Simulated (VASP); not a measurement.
A run of VASP 6.6.1:

Contents of INCAR:

```
SYSTEM = HfO2
  ALGO = Normal
  EDIFF = 1E-6
  ENCUT = 600
  GGA = PE
  GGA_COMPAT = .FALSE.
  ISIF = 2
  ISMEAR = -1
  LASPH = .TRUE.
  LCHARG = .TRUE.
  LELF = .TRUE.
  LREAL = .FALSE.
  LVHAR = .TRUE.
  LWAVE = .FALSE.
  NBANDS = 18
  NELM = 120
  PREC = Accurate
  SIGMA = 0.02
```

Contents of KPOINTS:

```
k-points
0
G
  10 10 10
  0 0 0
```

Contents of POSCAR:

```
HfO2
1.0
    0.0000000000      2.5490725152      2.5490725152
    2.5490725152      0.0000000000      2.5490725152
    2.5490725152      2.5490725152      0.0000000000
Hf O
1 2
Direct
    0.0000000000      0.0000000000      0.0000000000
    0.2500000000      0.2500000000      0.2500000000
    0.7500000000      0.7500000000      0.7500000000
```

Potentials or basis: VASP PAW PBE potentials, release 64 (Hf_pv, O).

The run is started by

```sh
$ cat potpaw_PBE.64/Hf_pv/POTCAR potpaw_PBE.64/O/POTCAR > POTCAR
$ mpirun -np 1 vasp_std > vasp.out
```

Hardware: 1 thread of Intel Xeon 8259CL, with other jobs on the host.

Task: How long does it take, and how much memory?

Result: It took 74 s on 1 thread of Intel Xeon 8259CL, with other jobs on the host, peak memory 0.19 GiB. Counts: scf iterations 13, k points 47.
